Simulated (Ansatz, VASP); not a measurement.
**Two plane-wave programs on Na**

```
Na
1.0
    -2.02945    2.02945    2.02945
     2.02945   -2.02945    2.02945
     2.02945    2.02945   -2.02945
Na
1
Direct
  0.00000 0.00000 0.00000
```

Alike in both runs: functional LDA; k mesh 20 × 20 × 20; occupations fermi-dirac, width 0.15 eV; no spin polarisation.

Ansatz relaxed the structure, and its values are those at the end. VASP's run is a single point on that final structure, the one shown.

```csv
,VASP,Ansatz
version,VASP 6.6.1,Ansatz 0.2.0
potentials or method,"VASP PAW LDA potentials, release 64 (Na_pv), cutoff 520 eV","scalar-relativistic, plane waves, PAW"
valence electrons in the cell,7,9
```

```csv
,VASP,Ansatz,Ansatz less VASP
gap on the k mesh at the Fermi level (eV),none,none,-
pressure (GPa),-0.2,0.0,+0.20
```

Ansatz warns that its potentials were made for another functional, while VASP's fit it. LDA's correlation is that of Perdew and Zunger in VASP and of Perdew and Wang (1992) in Ansatz. A gap of «none» marks a metal or a gap that the smearing closes. VASP's potentials hold 7 valence electrons a cell and Ansatz's 9, so a difference there can come from the potentials and not from the codes.
